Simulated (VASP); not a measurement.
A run of VASP 6.6.1 is set up as follows.

The input INCAR:

```
SYSTEM = SiC
  PREC = Accurate
  ENCUT = 520
  EDIFF = 1E-7
  ISMEAR = 0
  SIGMA = 0.01
  LREAL = .False.
  LASPH = .True.
  NELM = 60
  ALGO = Normal
  ISIF = 2
  LWAVE = .False.
  LCHARG = .True.
  GGA = PS
  LELF = .True.
  LVHAR = .True.
  NBANDS = 16
```

File KPOINTS:

```
regular mesh
0
Gamma
  12 12 4
  0 0 0
```

POSCAR

```
SiC
1.0
    2.9698453470      0.0000000000      0.0000000000
   -1.4849226735      2.5719613787      0.0000000000
    0.0000000000      0.0000000000      4.8737904135
Si C
2 2
Direct
    0.3333333333      0.6666666667      0.0000000000
    0.6666666667      0.3333333333      0.5000000000
    0.3333333333      0.6666666667      0.3850000000
    0.6666666667      0.3333333333      0.8850000000
```

Potentials or basis: VASP PAW PBE potentials, release 64 (Si, C).

Command:

```sh
$ cat potpaw_PBE.64/Si/POTCAR potpaw_PBE.64/C/POTCAR > POTCAR
$ mpirun -np 1 vasp_std > vasp.out
```

(1) Estimate the band gap on the k mesh.

(2) Estimate the largest force.

(3) What does it give for the pressure?

## Answers

(1) 1.96 eV, indirect (least direct gap 4.17 eV).

(2) 0.932 eV/Å.

(3) 29.5 GPa.

Caveat: the PAW data sets were made with another functional, which shifts forces and pressure a little.
